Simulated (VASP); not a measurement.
# Li7B (Fm-3m) in VASP: notebook

Runs on Li7B. Level: PBE. Tasks: relaxation of cell and atoms, single point.

Program: VASP 6.6.1. These are calculated values, not measurements. Logs are shortened: lines on timing, memory, paths and dates and some standing lists are left out, and cuts for length are marked.

## 1. The cell of the first run

Symmetry: Fm-3m, No. 225, cubic system. Conventional cell: a = 8.202 Å, b = 8.202 Å, c = 8.202 Å, α = 90.00°, β = 90.00°, γ = 90.00°. Within 1.5 Å of Li (site symmetry 4mm) lie 1 B at 1.12 Å. Li (site symmetry m-3m) has 6 Li at 2.98 Å within 3.9 Å. Within 1.5 Å of B (site symmetry m-3m) lie 6 Li at 1.12 Å.

The cell was built from a structure type or drawn by symmetry, and may not be a known phase.

## 2. Relaxation of cell and atoms, PBE

INCAR

```
PREC = Accurate ; ENCUT = 600
EDIFF = 1E-7 ; ISMEAR = 0
SIGMA = 0.1 ; LREAL = False
LASPH = True ; NELM = 80
ALGO = Normal ; ISIF = 3
LWAVE = False ; LCHARG = False
GGA = PE ; IBRION = 2
NSW = 90 ; EDIFFG = -0.04
```

KPOINTS

```
regular mesh
0
Gamma
  4 4 4
```

POSCAR

```
Li7B
1.0
    0.0000000000      4.1008489000      4.1008489000
    4.1008489000      0.0000000000      4.1008489000
    4.1008489000      4.1008489000      0.0000000000
Li B
7 1
Direct
    0.6368671400      0.3631328600      0.3631328600
    0.3631328600      0.6368671400      0.6368671400
    0.3631328600      0.6368671400      0.3631328600
    0.6368671400      0.3631328600      0.6368671400
    0.3631328600      0.3631328600      0.6368671400
    0.6368671400      0.6368671400      0.3631328600
    0.0000000000      0.0000000000      0.0000000000
    0.5000000000      0.5000000000      0.5000000000
```

Potentials or basis: VASP PAW PBE potentials, release 64 (Li_sv, B).

The run is started by

```sh
$ cat potpaw_PBE.64/Li_sv/POTCAR potpaw_PBE.64/B/POTCAR > POTCAR
$ mpirun -np 1 vasp_std > vasp.out
```

OUTCAR:

```text
PREC = Accurate
   ENCUT = 600
   EDIFF = 1E-7
   ISMEAR = 0
   LREAL = False
   LASPH = True
   NELM = 80
   ISIF = 3
   GGA = PE
   IBRION = 2
   NSW = 90
   EDIFFG = -0.04

 ion  position               nearest neighbor table
   1  0.637  0.363  0.363-   8 1.12   4 1.59   5 1.59   6 1.59   3 1.59   2 2.25
   2  0.363  0.637  0.637-   8 1.12   4 1.59   5 1.59   6 1.59   3 1.59   1 2.25
   3  0.363  0.637  0.363-   8 1.12   2 1.59   5 1.59   6 1.59   1 1.59   4 2.25
   4  0.637  0.363  0.637-   8 1.12   2 1.59   5 1.59   6 1.59   1 1.59   3 2.25
   5  0.363  0.363  0.637-   8 1.12   2 1.59   3 1.59   4 1.59   1 1.59   6 2.25
   6  0.637  0.637  0.363-   8 1.12   2 1.59   3 1.59   4 1.59   1 1.59   5 2.25
   7  0.000  0.000  0.000-
   8  0.500  0.500  0.500-   1 1.12   2 1.12   3 1.12   4 1.12   5 1.12   6 1.12

 -----------------------------------------------------------------------------
|                                                                             |
|           W    W    AA    RRRRR   N    N  II  N    N   GGGG   !!!           |
|           W    W   A  A   R    R  NN   N  II  NN   N  G    G  !!!           |
|           W    W  A    A  R    R  N N  N  II  N N  N  G       !!!           |
|           W WW W  AAAAAA  RRRRR   N  N N  II  N  N N  G  GGG   !            |
|           WW  WW  A    A  R   R   N   NN  II  N   NN  G    G                |
|           W    W  A    A  R    R  N    N  II  N    N   GGGG   !!!           |
|                                                                             |
|     The distance between some ions is very small. Please check the          |
|     nearest-neighbor list in the OUTCAR file.                               |
|     I HOPE YOU KNOW WHAT YOU ARE DOING!                                     |
|                                                                             |
 -----------------------------------------------------------------------------

  LATTYP: Found a face centered cubic cell.
 ALAT       =     8.2016978000

  Lattice vectors:

 A1 = (   0.0000000000,   4.1008489000,   4.1008489000)
 A2 = (   4.1008489000,   0.0000000000,   4.1008489000)
 A3 = (   4.1008489000,   4.1008489000,   0.0000000000)

Analysis of symmetry for initial positions (statically):
=====================================================================
 Subroutine PRICEL returns:
 Original cell was already a primitive cell.

 Routine SETGRP: Setting up the symmetry group for a
 face centered cubic supercell.

 Subroutine GETGRP returns: Found 48 space group operations
 (whereof 48 operations were pure point group operations)
 out of a pool of 48 trial point group operations.

The static configuration has the point symmetry O_h .

Analysis of symmetry for dynamics (positions and initial velocities):
=====================================================================
 Subroutine PRICEL returns:
 Original cell was already a primitive cell.

 Routine SETGRP: Setting up the symmetry group for a
 face centered cubic supercell.

 Subroutine GETGRP returns: Found 48 space group operations
 (whereof 48 operations were pure point group operations)
 out of a pool of 48 trial point group operations.

The dynamic configuration has the point symmetry O_h .

 Subroutine INISYM returns: Found 48 space group operations
 (whereof 48 operations are pure point group operations),
 and found     1 'primitive' translations

----------------------------------------------------------------------------------------

                                     Primitive cell

  volume of cell :     137.9276

  direct lattice vectors                    reciprocal lattice vectors
     0.000000000  4.100848900  4.100848900    -0.121925975  0.121925975  0.121925975
     4.100848900  0.000000000  4.100848900     0.121925975 -0.121925975  0.121925975
     4.100848900  4.100848900  0.000000000     0.121925975  0.121925975 -0.121925975

  length of vectors
     5.799476132  5.799476132  5.799476132     0.211181983  0.211181983  0.211181983

  position of ions in fractional coordinates (direct lattice)
     0.636867140  0.363132860  0.363132860
     0.363132860  0.636867140  0.636867140
     0.363132860  0.636867140  0.363132860
     0.636867140  0.363132860  0.636867140
     0.363132860  0.363132860  0.636867140
     0.636867140  0.636867140  0.363132860
     0.000000000  0.000000000  0.000000000
     0.500000000  0.500000000  0.500000000

  ion indices of the primitive-cell ions
   primitive index   ion index
                 1           1
                 2           2
                 3           3
                 4           4
                 5           5
                 6           6
                 7           7
                 8           8

----------------------------------------------------------------------------------------

 KPOINTS: regular mesh

Automatic generation of k-mesh.
 Grid dimensions read from file:
 generate k-points for:    4    4    4

 Generating k-lattice:

  Cartesian coordinates                     Fractional coordinates (reciprocal lattice)
    -0.030481494  0.030481494  0.030481494     0.250000000  0.000000000  0.000000000
     0.030481494 -0.030481494  0.030481494     0.000000000  0.250000000  0.000000000
     0.030481494  0.030481494 -0.030481494     0.000000000  0.000000000  0.250000000

  Length of vectors
     0.052795496  0.052795496  0.052795496

  Shift w.r.t. Gamma in fractional coordinates (k-lattice)
     0.000000000  0.000000000  0.000000000

 Subroutine IBZKPT returns following result:
 ===========================================

 Found      8 irreducible k-points:

 Following reciprocal coordinates:
            Coordinates               Weight
  0.000000  0.000000  0.000000      1.000000
  0.250000  0.000000  0.000000      8.000000
  0.500000  0.000000  0.000000      4.000000
  0.250000  0.250000  0.000000      6.000000
  0.500000  0.250000  0.000000     24.000000
 -0.250000  0.250000  0.000000     12.000000
  0.500000  0.500000  0.000000      3.000000
 -0.250000  0.500000  0.250000      6.000000
   k-points           NKPTS =      8   k-points in BZ     NKDIM =      8   number of bands    NBANDS=     17
   number of dos      NEDOS =    301   number of ions     NIONS =      8
   total plane-waves  NPLWV = 110592
   dimension x,y,z NGX =    48 NGY =   48 NGZ =   48
   dimension x,y,z NGXF=    96 NGYF=   96 NGZF=   96
   ions per type =               7   1
   NGX,Y,Z   is equivalent  to a cutoff of  13.76, 13.76, 13.76 a.u.
   NGXF,Y,Z  is equivalent  to a cutoff of  27.52, 27.52, 27.52 a.u.
 SYSTEM =  unknown system
   PREC   = accura    normal or accurate (medium, high low for compatibility)
   ISTART =      0    job   : 0-new  1-cont  2-samecut
   ICHARG =      2    charge: 1-file 2-atom 10-const
   ISPIN  =      1    spin polarized calculation?
   LNONCOLLINEAR =      F non collinear calculations
   LSORBIT =      F    spin-orbit coupling
   LASPH  =      T    aspherical Exc in radial PAW
   ENCUT  =  600.0 eV  44.10 Ry    6.64 a.u.  11.58 11.58 11.58*2*pi/ulx,y,z
   NELM   =     80;   NELMIN=  2; NELMDL= -5     # of ELM steps
   EDIFF  = 0.1E-06   stopping-criterion for ELM
   LREAL  =      F    real-space projection
   EDIFFG = -.4E-01   stopping-criterion for IOM
   NSW    =     90    number of steps for IOM
   IBRION =      2    ionic relax: 0-MD 1-quasi-New 2-CG
   NFREE  =      1    steps in history (QN), initial steepest desc. (CG)
   ISIF   =      3    stress and relaxation
   ISYM   =      2    0-nonsym 1-usesym 2-fastsym
   POTIM  = 0.5000    time-step for ionic-motion
   TEBEG  =    0.0;   TEEND  =   0.0 temperature during run
   PSTRESS=    0.0 pullay stress
   NELECT =      24.0000    total number of electrons
   NUPDOWN=      -1.0000    fix difference up-down
   EMIN   =  10.00;   EMAX   =-10.00  energy-range for DOS
   EFERMI =   0.00;   METHOD = LEGACY
   ISMEAR =     0;   SIGMA  =   0.10  broadening in eV -4-tet -1-fermi 0-gaus
   EFERMI_NEDOS =   21; number of points for ismear=-14 and -15
   IALGO  =     38    algorithm
   IMIX   =      4    mixing-type and parameters
     AMIX     =   0.40;   BMIX     =  1.00
     AMIX_MAG =   1.60;   BMIX_MAG =  1.00
  volume/ion in A,a.u.               =      17.24       116.35
  Fermi-wavevector in a.u.,A,eV,Ry     =   0.913962  1.727138 11.365308  0.835327
  Thomas-Fermi vector in A             =   2.038534
   LORBIT       =      0    0 simple, 1 ext, 2 COOP (PROOUT), +10 PAW based schemes
   GGA     = PE    functional components
   LHFCALC =     F    Hartree Fock is set to
   AEXX    =    0.0000 exact exchange contribution
   IVDW    =     0    specifies the selected vdW correction
   LEPSILON=     F    determine dielectric tensor
   LRPA    =     F    only Hartree local field effects (RPA)
 conjugate gradient relaxation of ions
 non-spin polarized calculation
 Gauss-broadening in eV      SIGMA  =   0.10
  energy-cutoff  :      600.00
  volume of cell :      137.93
 maximum number of plane-waves:      4645
 NGX is ok and might be reduce to    48
   NGX = 23   NGY = 23   NGZ = 23

--------------------------------------- Ionic step        1  -------------------------------------------

 number of electron      24.0000043 magnetization

 Free energy of the ion-electron system (eV)
  ---------------------------------------------------
  ext. energy  EPLUGINS =         0.00000000
  ---------------------------------------------------
  free energy    TOTEN  =        42.48938533 eV

  energy without entropy =       42.49939208  energy(sigma->0) =       42.49438871

 E-fermi :   0.3101     XC(G=0):  -6.6702

 val. band max:        0.2720128204   @ k =   0.5000   0.0000   0.0000
 cond. band min:       0.3130607413   @ k =  -0.2500   0.5000   0.2500
 fundamental gap:      0.0410479209
 Fermi energy:         0.3101225667

 k-point     1 :       0.0000    0.0000    0.0000
  band No.  band energies     occupation
      1     -48.8756      2.00000
      2     -47.4714      2.00000
      3     -47.0876      2.00000
      4     -47.0874      2.00000
      5     -47.0874      2.00000
      6     -45.8897      2.00000
[... 268 lines left out ...]
  FREE ENERGIE OF THE ION-ELECTRON SYSTEM (eV)
  ---------------------------------------------------
  free  energy   TOTEN  =       -14.6779341198 eV

  energy  without entropy=      -14.6536936378  energy(sigma->0) =      -14.66581388

[... ionic steps 4 to 9 ...]

--------------------------------------- Ionic step       10  -------------------------------------------

 number of electron      23.9999981 magnetization

------------------------ aborting loop because EDIFF is reached ----------------------------------------
[... 79 lines left out ...]
--------------------------------------- Ionic step       12  -------------------------------------------

 number of electron      23.9999998 magnetization

 Free energy of the ion-electron system (eV)
  ---------------------------------------------------
  ext. energy  EPLUGINS =         0.00000000
  ---------------------------------------------------
  free energy    TOTEN  =       -15.58919291 eV

  energy without entropy =      -15.57510716  energy(sigma->0) =      -15.58215003

 E-fermi :  -0.7558     XC(G=0):  -6.0611

 val. band max:       -0.7983579567   @ k =   0.0000   0.0000   0.0000
 cond. band min:      -0.5100822846   @ k =  -0.2500   0.2500   0.0000
 fundamental gap:      0.2882756721
 Fermi energy:        -0.7557864028

 k-point     1 :       0.0000    0.0000    0.0000
  band No.  band energies     occupation
      1     -47.9429      2.00000
      2     -46.8754      2.00000
      3     -46.8672      2.00000
      4     -46.8672      2.00000
      5     -46.8672      2.00000
      6     -46.8629      2.00000
[... 184 lines left out ...]
  FREE ENERGIE OF THE ION-ELECTRON SYSTEM (eV)
  ---------------------------------------------------
  free  energy   TOTEN  =       -15.5891929102 eV

  energy  without entropy=      -15.5751071575  energy(sigma->0) =      -15.58215003

 reached required accuracy - stopping structural energy minimisation
```

Wall time 5.6 min (1 thread of AMD EPYC 9R14 (Zen 4), shared host); peak memory 0.29 GiB.

Results:

* Free energy: -15.5892 eV
* Relaxed volume: 27.31 Å³/atom
* Relaxed cell: a = 6.761 Å, b = 6.761 Å, c = 6.761 Å, α = 60.00°, β = 60.00°, γ = 60.00°
* Space group after relaxing (to 0.1 Å): Fm-3m (No. 225)
* Energy gained by relaxing: 7259.8 meV/atom
* Ionic steps: 12
* Pressure after relaxing: 0.0 GPa
* Band gap on the k mesh: zero (bands 12 and 13 overlap by 0.05 eV)

The path:
```tsv
step	energy change (eV)	largest force (eV/Å)	pressure (GPa)	volume (Å³)
1	0.0000	29.4188	72.54	137.93
2	-48.4260	2.1134	-2.82	359.81
3	-57.1673	1.0273	-2.05	230.59
4	-57.3654	0.9526	-1.76	226.66
5	-57.8099	0.4811	3.19	192.96
6	-57.9744	0.3638	0.39	207.21
7	-58.0006	0.2063	0.93	203.87
8	-58.0013	0.1295	1.19	202.38
9	-58.0347	0.1273	0.78	206.86
10	-58.0699	0.1259	-0.20	218.60
11	-58.0760	0.0697	-0.11	218.56
12	-58.0786	0.0020	0.02	218.51
```

Final structure:
```
CELL_PARAMETERS angstrom
0.00000 4.78054 4.78054
4.78054 0.00000 4.78054
4.78054 4.78054 0.00000
ATOMIC_POSITIONS crystal
Li 0.72213 0.27787 0.27787
Li 0.27787 0.72213 0.72213
Li 0.27787 0.72213 0.27787
Li 0.72213 0.27787 0.72213
Li 0.27787 0.27787 0.72213
Li 0.72213 0.72213 0.27787
Li 0.00000 0.00000 0.00000
B 0.50000 0.50000 0.50000
```

Caveat: the cutoff is under 1.25 times the usual one of these potentials, so pressure, stress and relaxed cells hold a basis-set (Pulay) error; the volume moved by over 15 % at a fixed basis, so the end points are rough.

## 3. Single point, PBE

This run uses another cell than the first one, of 31.36 Å³/atom.

INCAR

```
SYSTEM = Li7B
PREC = Accurate
ENCUT = 520
EDIFF = 1E-6
ISMEAR = 0
SIGMA = 0.1
LREAL = .FALSE.
LASPH = .TRUE.
NELM = 100
ALGO = Fast
ISIF = 2
LWAVE = .FALSE.
LCHARG = .FALSE.
GGA = PE
NBANDS = 22
```

KPOINTS

```
Automatic mesh
0
G
  8 8 8
  0 0 0
```

POSCAR

```
Li7B
1.0
    0.0000000000      5.0058653139      5.0058653139
    5.0058653139      0.0000000000      5.0058653139
    5.0058653139      5.0058653139      0.0000000000
Li B
7 1
Direct
    0.7152750312      0.2847249688      0.2847249688
    0.2847249688      0.7152750312      0.7152750312
    0.2847249688      0.7152750312      0.2847249688
    0.7152750312      0.2847249688      0.7152750312
    0.2847249688      0.2847249688      0.7152750312
    0.7152750312      0.7152750312      0.2847249688
    0.0000000000      0.0000000000      0.0000000000
    0.5000000000      0.5000000000      0.5000000000
```

Potentials or basis: VASP PAW PBE potentials, release 64 (Li_sv, B).

The run is started by

```sh
$ cat potpaw_PBE.64/Li_sv/POTCAR potpaw_PBE.64/B/POTCAR > POTCAR
$ mpirun -np 1 vasp_std > vasp.out
```

Run time: 7.3 min. Hardware: 1 thread of AMD EPYC 9R14 (Zen 4), shared host; peak memory 0.43 GiB.

It converged, with:

| Item | Value |
| --- | --- |
| Free energy | -15.8673 eV |
| Band gap on the k mesh | zero (filled and empty bands touch) |

Forces in eV/Å, atoms in the order of the input:
```
Li  -0.002  0.000  0.000
Li   0.002  0.000  0.000
Li   0.000 -0.002  0.000
Li   0.000  0.002  0.000
Li   0.000  0.000 -0.002
Li   0.000  0.000  0.002
Li   0.000  0.000  0.000
B    0.000  0.000  0.000
```

Levels at points of the mesh, in eV from the Fermi level:
```csv
k point,band 9,band 10,band 11,band 12,band 13,band 14,band 15,band 16
"(0.00, 0.00, 0.00)",-1.71,-0.09,-0.09,-0.09,1.21,1.21,1.21,1.67
"(0.50, 0.00, 0.00)",-1.55,-0.29,-0.20,-0.20,-0.08,0.85,0.85,2.92
"(0.50, 0.50, 0.00)",-1.13,-1.08,-0.43,-0.43,0.99,0.99,1.00,1.08
```

Caveat: the cutoff is under 1.25 times the usual one of these potentials, so pressure, stress and relaxed cells hold a basis-set (Pulay) error.

[end of part 1 of 2]
